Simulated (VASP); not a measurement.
Here is a VASP 6.6.1 calculation.

The input POSCAR:

```
Tl
1.0
   -1.9250000000      1.9250000000      1.9250000000
    1.9250000000     -1.9250000000      1.9250000000
    1.9250000000      1.9250000000     -1.9250000000
Tl
1
Direct
    0.0000000000      0.0000000000      0.0000000000
```

Contents of INCAR.step1:

```
SYSTEM = Tl
PREC = Accurate
ENCUT = 550
ISMEAR = -1
SIGMA = 0.1
LREAL = .FALSE.
LASPH = .TRUE.
NELM = 120
GGA = PE
ALGO = Normal
EDIFF = 1E-5
LWAVE = .TRUE.
LCHARG = .FALSE.
GGA_COMPAT = .FALSE.
IBRION = 2
ISIF = 3
EDIFFG = -0.005
NELMIN = 4
NSW = 100
```

INCAR.step2

```
SYSTEM = Tl
PREC = Accurate
ENCUT = 550
EDIFF = 1E-7
ISMEAR = -1
SIGMA = 0.1
LREAL = .FALSE.
LASPH = .TRUE.
NELM = 120
ALGO = Normal
ISIF = 3
LWAVE = .FALSE.
LCHARG = .FALSE.
METAGGA = R2SCAN
LMIXTAU = .TRUE.
IBRION = 2
NSW = 80
EDIFFG = -0.03
PSTRESS = 600.0
ISTART = 1
GGA_COMPAT = .FALSE.
NELMIN = 4
```

Contents of KPOINTS:

```
Automatic mesh
0
G
  8 8 8
  0 0 0
```

Potentials or basis: VASP PAW PBE potentials, release 64 (Tl_d).

The run is started by

```bash
$ cat potpaw_PBE.64/Tl_d/POTCAR > POTCAR
$ cp INCAR.step1 INCAR
$ mpirun -np 1 vasp_std > vasp.out
$ cp INCAR.step2 INCAR
$ mpirun -np 1 vasp_std > vasp.out
```

(1) Estimate the relaxed cell.

(2) Estimate the relaxed volume.

(3) Estimate the band gap on the k mesh.

(4) Predict the space group after relaxing (to 0.1 Å).

Results:

(1) a = 2.880 Å, b = 2.880 Å, c = 2.880 Å, α = 109.47°, β = 109.47°, γ = 109.47°.

(2) 18.38 Å³/atom.

(3) zero (an odd number of electrons rules out a gap without spin polarisation).

(4) Im-3m (No. 229).

Caveat: the cell is relaxed towards a set pressure, so the run minimises the enthalpy, not the energy; the volume moved by over 15 % at a fixed basis, so the end points are rough; the PAW data sets were made with another functional, which shifts forces and pressure a little; spin-orbit coupling is left out, which moves the levels of the heavy elements.
